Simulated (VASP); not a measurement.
## B: relaxation of cell and atoms with BLYP

Crystal: B.

```
B
1.0
     3.74283    0.00000    0.00000
     0.00000    3.74283    0.00000
     0.00000    0.00000    3.74283
B
8
Direct
  0.00000 0.00000 0.00000
  0.50000 0.50000 0.50000
  0.25000 0.00000 0.50000
  0.75000 0.00000 0.50000
  0.50000 0.25000 0.00000
  0.50000 0.75000 0.00000
  0.00000 0.50000 0.25000
  0.00000 0.50000 0.75000
```

- Program: VASP 6.6.1
- Task: relaxation of cell and atoms
- Functional: BLYP
- Potentials or basis: VASP PAW PBE potentials, release 64 (B)
- Cutoff: 600 eV
- k mesh: 7 × 7 × 7
- Occupations: fermi-dirac, width 0.1 eV
- Spin: no spin polarisation
- Dipole correction: no
- Further INCAR settings: ALGO = Normal; EDIFF = 1e-07; IBRION = 2; EDIFFG = -0.01; NSW = 80; ISIF = 3

```
Relaxed volume                         : 6.39 Å³/atom
Relaxed cell                           : a = 3.712 Å, b = 3.712 Å, c = 3.712 Å, α = 90.00°, β = 90.00°, γ = 90.00°
Space group after relaxing (to 0.05 Å) : Pm-3n (No. 223)
Energy gained by relaxing              : 2.5 meV/atom
Ionic steps                            : 3
Pressure after relaxing                : 0.0 GPa
Band gap on the k mesh                 : zero (band 12 reaches 13.01 eV, above the bottom of band 13 at 9.32 eV)
```

The path:
```
step  energy change (eV)  largest force (eV/Å)  pressure (GPa)  volume (Å³)
   1              0.0000                0.0000           -4.89        52.43
   2             -0.0195                0.0000            0.87        50.93
   3             -0.0201                0.0000            0.00        51.14
```

Final structure:
```
B
1.0
     3.71188    0.00000    0.00000
     0.00000    3.71188    0.00000
     0.00000    0.00000    3.71188
B
8
Direct
  0.00000 0.00000 0.00000
  0.50000 0.50000 0.50000
  0.25000 0.00000 0.50000
  0.75000 0.00000 0.50000
  0.50000 0.25000 0.00000
  0.50000 0.75000 0.00000
  0.00000 0.50000 0.25000
  0.00000 0.50000 0.75000
```

Levels at points of the mesh, in eV from the Fermi level:
| k point | band 8 | band 9 | band 10 | band 11 | band 12 | band 13 | band 14 | band 15 | band 16 | band 17 |
| --- | --- | --- | --- | --- | --- | --- | --- | --- | --- | --- |
| (0.00, 0.00, 0.00) | -2.48 | -2.48 | -2.43 | -2.43 | -2.43 | -0.02 | -0.02 | -0.02 | 2.05 | 2.05 |

Wall time 39 s on 1 thread of Intel(R) Xeon(R) 6975P-C (Granite Rapids) (shared host), peak memory 0.16 GiB.

Caveat: the PAW data sets were made with another functional, which shifts forces and pressure a little.
